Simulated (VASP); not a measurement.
# MoS2 (P6_3/mmc) in VASP: a series of runs, part 2 of 3

VASP 6.6.1.

## Step 3: Electric field gradients, PBE (zz strain of -3 %)

INCAR reads:

```
PREC = Accurate
ENCUT = 520
EDIFF = 1E-8
ISMEAR = -1
SIGMA = 0.03
LREAL = F
LASPH = T
NELM = 60
ALGO = Normal
ISIF = 2
LWAVE = F
LCHARG = F
GGA = PE
LEFG = T
NBANDS = 35
```

KPOINTS reads:

```
Automatic mesh
0
Gamma
  10 10 3
```

POSCAR reads:

```
MoS2
1.0
    3.1610016016      0.0000000000      0.0000000000
   -1.5805008008      2.7375076884      0.0000000000
    0.0000000000      0.0000000000     11.9261500000
Mo S
2 4
Direct
    0.3333333333      0.6666666667      0.2500000000
    0.6666666667      0.3333333333      0.7500000000
    0.3333333333      0.6666666667      0.6275000000
    0.6666666667      0.3333333333      0.1275000000
    0.3333333333      0.6666666667      0.8725000000
    0.6666666667      0.3333333333      0.3725000000
```

Potentials or basis: VASP PAW PBE potentials, release 64 (Mo_sv, S).

Started as:

```
> cat potpaw_PBE.64/Mo_sv/POTCAR potpaw_PBE.64/S/POTCAR > POTCAR
> mpirun -np 1 vasp_std > vasp.out
```

OUTCAR:

```text
PREC = Accurate
   ENCUT = 520
   EDIFF = 1E-8
   ISMEAR = -1
   LREAL = F
   LASPH = T
   NELM = 60
   ISIF = 2
   GGA = PE

 ion  position               nearest neighbor table
   1  0.333  0.667  0.250-   4 2.34   6 2.34   4 2.34   6 2.34   4 2.34   6 2.34
   2  0.667  0.333  0.750-   3 2.34   5 2.34   3 2.34   5 2.34   3 2.34   5 2.34
   3  0.333  0.667  0.627-   2 2.34   2 2.34   2 2.34
   4  0.667  0.333  0.127-   1 2.34   1 2.34   1 2.34
   5  0.333  0.667  0.873-   2 2.34   2 2.34   2 2.34
   6  0.667  0.333  0.373-   1 2.34   1 2.34   1 2.34

  LATTYP: Found a hexagonal cell.
 ALAT       =     3.1610016016
 C/A-ratio  =     3.7729022326

  Lattice vectors:

 A1 = (   3.1610016016,   0.0000000000,   0.0000000000)
 A2 = (  -1.5805008008,   2.7375076884,   0.0000000000)
 A3 = (   0.0000000000,   0.0000000000,  11.9261500000)

Analysis of symmetry for initial positions (statically):
=====================================================================
 Subroutine PRICEL returns:
 Original cell was already a primitive cell.

 Routine SETGRP: Setting up the symmetry group for a
 hexagonal supercell.

 Subroutine GETGRP returns: Found 24 space group operations
 (whereof 12 operations were pure point group operations)
 out of a pool of 24 trial point group operations.

The static configuration has the point symmetry D_3d.
 The point group associated with its full space group is D_6h.

Analysis of symmetry for dynamics (positions and initial velocities):
=====================================================================
 Subroutine PRICEL returns:
 Original cell was already a primitive cell.

 Routine SETGRP: Setting up the symmetry group for a
 hexagonal supercell.

 Subroutine GETGRP returns: Found 24 space group operations
 (whereof 12 operations were pure point group operations)
 out of a pool of 24 trial point group operations.

The dynamic configuration has the point symmetry D_3d.
 The point group associated with its full space group is D_6h.

 Subroutine INISYM returns: Found 24 space group operations
 (whereof 12 operations are pure point group operations),
 and found     1 'primitive' translations

----------------------------------------------------------------------------------------

                                     Primitive cell

  volume of cell :     103.2002

  direct lattice vectors                    reciprocal lattice vectors
     3.161001602  0.000000000  0.000000000     0.316355423  0.182647889  0.000000000
    -1.580500801  2.737507688  0.000000000     0.000000000  0.365295778  0.000000000
     0.000000000  0.000000000 11.926150000     0.000000000  0.000000000  0.083849356

  length of vectors
     3.161001602  3.161001602 11.926150000     0.365295778  0.365295778  0.083849356

  position of ions in fractional coordinates (direct lattice)
     0.333333333  0.666666667  0.250000000
     0.666666667  0.333333333  0.750000000
     0.333333333  0.666666667  0.627500000
     0.666666667  0.333333333  0.127500000
     0.333333333  0.666666667  0.872500000
     0.666666667  0.333333333  0.372500000
[... 105 lines left out ...]
   LORBIT       =      0    0 simple, 1 ext, 2 COOP (PROOUT), +10 PAW based schemes
   GGA     = PE    functional components
   LHFCALC =     F    Hartree Fock is set to
   AEXX    =    0.0000 exact exchange contribution
   IVDW    =     0    specifies the selected vdW correction
   LEPSILON=     F    determine dielectric tensor
   LRPA    =     F    only Hartree local field effects (RPA)
 non-spin polarized calculation
  energy-cutoff  :      520.00
  volume of cell :      103.20
 maximum number of plane-waves:      2796
 NGX is ok and might be reduce to    24
   NGX = 11   NGY = 11   NGZ = 45

 number of electron      52.0000004 magnetization

 Free energy of the ion-electron system (eV)
  ---------------------------------------------------
  ext. energy  EPLUGINS =         0.00000000
  ---------------------------------------------------
  free energy    TOTEN  =       -43.10724119 eV

  energy without entropy =      -43.10723527  energy(sigma->0) =      -43.10723823

 E-fermi :   8.5778     XC(G=0): -10.9401

 val. band max:        8.3835501892   @ k =   0.0000   0.0000   0.0000
 cond. band min:       8.8670049379   @ k =   0.3000   0.3000   0.0000
 fundamental gap:      0.4834547488
 Fermi energy:         8.5778337028

 k-point     1 :       0.0000    0.0000    0.0000
  band No.  band energies     occupation
      1     -53.5069      2.00000
      2     -53.5069      2.00000
      3     -27.6949      2.00000
      4     -27.6948      2.00000
      5     -27.4952      2.00000
      6     -27.4952      2.00000
[... 901 lines left out ...]
     34      12.1132      0.00000
     35      14.0060      0.00000

 [... further k-points ...]

------------------------ aborting loop because EDIFF is reached ----------------------------------------

  FORCE on cell =-STRESS in cart. coord.  units (eV):
  Direction    XX          YY          ZZ          XY          YZ          ZX
  --------------------------------------------------------------------------------------
  -------------------------------------------------------------------------------------
  Total        6.7468308      6.7468308     14.9538740      0.0000000      0.0000000      0.0000000
  in kB      104.7442201    104.7442201    232.1581681      0.0000000      0.0000000      0.0000000
  external PRESSURE =     147.2155361 kB  Pullay stress =       0.0000000 kB

 VOLUME and BASIS-vectors are now :
 -----------------------------------------------------------------------------
  energy-cutoff  :      520.00
  volume of cell :      103.20
      direct lattice vectors                 reciprocal lattice vectors
     3.161001602  0.000000000  0.000000000     0.316355423  0.182647889  0.000000000
    -1.580500801  2.737507688  0.000000000     0.000000000  0.365295778  0.000000000
     0.000000000  0.000000000 11.926150000     0.000000000  0.000000000  0.083849356

 POSITION                                       TOTAL-FORCE (eV/Angst)
 -----------------------------------------------------------------------------------
     -0.00000      1.82501      2.98154         0.000000     -0.000000      0.000000
      1.58050      0.91250      8.94461        -0.000000      0.000000      0.000000
     -0.00000      1.82501      7.48366        -0.000000     -0.000000     -2.203982
      1.58050      0.91250      1.52058         0.000000     -0.000000     -2.203982
     -0.00000      1.82501     10.40557        -0.000000      0.000000      2.203982
      1.58050      0.91250      4.44249         0.000000      0.000000      2.203982
 -----------------------------------------------------------------------------------
    total drift:                               -0.000000      0.000000     -0.000000

  FREE ENERGIE OF THE ION-ELECTRON SYSTEM (eV)
  ---------------------------------------------------
  free  energy   TOTEN  =       -43.1072411867 eV

  energy  without entropy=      -43.1072352707  energy(sigma->0) =      -43.10723823

 Electric field gradients (V/A^2)
---------------------------------------------------------------------
 ion       V_xx      V_yy      V_zz      V_xy      V_xz      V_yz
---------------------------------------------------------------------
   1      52.976    52.975  -105.950    -0.001     0.000    -0.000
   2      52.976    52.975  -105.950    -0.001    -0.000     0.000
   3      33.991    33.991   -67.982     0.000     0.000    -0.000
   4      33.991    33.991   -67.982     0.000    -0.000     0.000
   5      33.991    33.991   -67.982     0.000    -0.000     0.000
   6      33.991    33.991   -67.982     0.000     0.000    -0.000
---------------------------------------------------------------------

 Electric field gradients after diagonalization (V/A^2)
 (convention: |V_zz| > |V_xx| > |V_yy|)
----------------------------------------------------------------------
 ion       V_xx      V_yy      V_zz     asymmetry (V_yy - V_xx)/ V_zz
----------------------------------------------------------------------
   1      52.976    52.974  -105.950       0.000
   2      52.976    52.974  -105.950       0.000
   3      33.992    33.991   -67.982       0.000
   4      33.992    33.991   -67.982       0.000
   5      33.992    33.991   -67.982       0.000
   6      33.992    33.991   -67.982       0.000
----------------------------------------------------------------------

           NMR quadrupolar parameters

 Cq : quadrupolar parameter    Cq=e*Q*V_zz/h
 eta: asymmetry parameters     (V_yy - V_xx)/ V_zz
 Q  : nuclear electric quadrupole moment in mb (millibarn)
----------------------------------------------------------------------
 ion       Cq(MHz)       eta       Q (mb)
----------------------------------------------------------------------
   1      -0.256       0.000       1.000
   2      -0.256       0.000       1.000
   3      -0.164       0.000       1.000
   4      -0.164       0.000       1.000
   5      -0.164       0.000       1.000
   6      -0.164       0.000       1.000
----------------------------------------------------------------------
```

OSZICAR:

```text
N       E                     dE             d eps       ncg     rms          rms(c)
DAV:   1     0.450036737520E+03    0.45004E+03   -0.29533E+04  2136   0.142E+03
DAV:   2    -0.231319488249E+02   -0.47317E+03   -0.45833E+03  2343   0.370E+02
DAV:   3    -0.454263949262E+02   -0.22294E+02   -0.21893E+02  2424   0.747E+01
DAV:   4    -0.458621824683E+02   -0.43579E+00   -0.43487E+00  2323   0.105E+01
DAV:   5    -0.458707662699E+02   -0.85838E-02   -0.85821E-02  2350   0.146E+00    0.403E+01
DAV:   6    -0.436111562176E+02    0.22596E+01   -0.11066E+01  2148   0.214E+01    0.140E+01
DAV:   7    -0.433439774779E+02    0.26718E+00   -0.37706E+00  2066   0.124E+01    0.917E+00
DAV:   8    -0.431050954335E+02    0.23888E+00   -0.61985E-01  2144   0.541E+00    0.286E+00
DAV:   9    -0.431121819109E+02   -0.70865E-02   -0.66125E-02  2289   0.127E+00    0.126E+00
DAV:  10    -0.431074024607E+02    0.47795E-02   -0.26242E-02  2149   0.104E+00    0.354E-01
DAV:  11    -0.431073060500E+02    0.96411E-04   -0.16949E-03  2153   0.259E-01    0.113E-01
DAV:  12    -0.431072169615E+02    0.89089E-04   -0.28660E-04  2234   0.788E-02    0.413E-02
DAV:  13    -0.431072390556E+02   -0.22094E-04   -0.91255E-05  2188   0.406E-02    0.135E-02
DAV:  14    -0.431072404825E+02   -0.14269E-05   -0.44110E-06  2338   0.997E-03    0.109E-02
DAV:  15    -0.431072411985E+02   -0.71594E-06   -0.25788E-06  2163   0.829E-03    0.833E-03
DAV:  16    -0.431072411883E+02    0.10127E-07   -0.99474E-07  2303   0.628E-03    0.559E-03
DAV:  17    -0.431072411867E+02    0.16107E-08   -0.50975E-08  2050   0.104E-03
   1 F= -.43107241E+02 E0= -.43107238E+02  d E =-.591604E-05
```

It took 47 s on 1 thread of AMD EPYC 9R45 (Zen 5), shared host; peak memory 0.22 GiB.

Results:

| Item | Value |
| --- | --- |
| Free energy | -43.1072 eV |
| Pressure | 14.7 GPa |
| Largest force | 2.204 eV/Å |
| Band gap on the k mesh | 0.48 eV, indirect (least direct gap 1.74 eV) |

Forces in eV/Å, atoms in the order of the input:
```
Mo   0.000  0.000  0.000
Mo   0.000  0.000  0.000
S    0.000  0.000 -2.204
S    0.000  0.000 -2.204
S    0.000  0.000  2.204
S    0.000  0.000  2.204
```

Electric field gradients, principal values (V/Å²):
```csv
atom,least,middle,greatest (by size)
1 Mo,52.974,52.976,-105.950
2 Mo,52.974,52.976,-105.950
3 S,33.991,33.992,-67.982
4 S,33.991,33.992,-67.982
5 S,33.991,33.992,-67.982
6 S,33.991,33.992,-67.982
```

Caveat: the cell differs from its parent crystal (zz strain of -3 %); without QUAD_EFG the Cq values of the log hold for a quadrupole moment of 1 mb, not for the nuclei; this functional lacks dispersion, which binds the layers, so the pressure and a relaxed spacing across them are unreliable; forces of over 1 eV/Å act on the atoms, so gaps and moduli don't describe the material at rest. A k mesh can miss the band edges.

(Part 2 of 3 ends here.)
